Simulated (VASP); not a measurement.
Write the native input for VASP 6.6.1 that does the following.

| Quantity | Value |
| --- | --- |
| Task | single point |
| Functional | PBE |
| Potentials or basis | VASP PAW PBE potentials, release 64 (Ca_sv, Nd_3, Au), 4f in core |
| Cutoff | 500 eV |
| k mesh | 4 × 4 × 3 |
| Occupations | gaussian, width 0.2 eV |
| Spin | no spin polarisation |
| Dipole correction | no |
| Further INCAR settings | ALGO = Normal; EDIFF = 1e-06; NBANDS = 35 |

The structure of CaNdAu3 lies in POSCAR:

```
CaNdAu3
1.0
    4.3809959387      0.0000000000      0.0000000000
    0.0000000000      4.3809959387      0.0000000000
    0.0000000000      0.0000000000      7.0957152312
Ca Nd Au
1 1 3
Direct
    0.5000000000      0.5000000000      0.6068837758
    0.0000000000      0.0000000000      0.0108388293
    0.5000000000      0.0000000000      0.2973376948
    0.0000000000      0.5000000000      0.2973376948
    0.0000000000      0.0000000000      0.5880019653
```

The cell was generated, and may not be a known phase.

The input as run:

INCAR

```
ALGO = Normal ; EDIFF = 1E-6
ENCUT = 500 ; GGA = PE
GGA_COMPAT = F ; ISIF = 2
ISMEAR = 0 ; LASPH = T
LCHARG = F ; LMAXMIX = 6
LREAL = F ; LWAVE = F
NBANDS = 35 ; NELM = 200
PREC = Accurate ; SIGMA = 0.2
```

KPOINTS

```
k-points
0
Gamma
  4 4 3
```

Potentials or basis: VASP PAW PBE potentials, release 64 (Ca_sv, Nd_3, Au), 4f in core.

The run is started by

```bash
$ cat potpaw_PBE.64/Ca_sv/POTCAR potpaw_PBE.64/Nd_3/POTCAR potpaw_PBE.64/Au/POTCAR > POTCAR
$ mpirun -np 1 vasp_std > vasp.out
```

It gave:

| Quantity | Value |
| --- | --- |
| Pressure | 0.3 GPa |
| Largest force | 0.069 eV/Å |
| Band gap on the k mesh | zero (bands 27 and 28 overlap by 0.36 eV) |

Caveat: spin-orbit coupling is left out, which moves the levels of the heavy elements; the 4f electrons are frozen in the core, so they carry no moment and show no levels.

Wall time 30 s on 1 thread of Intel(R) Xeon(R) 6975P-C (Granite Rapids), with other jobs on the host, peak memory 0.25 GiB.
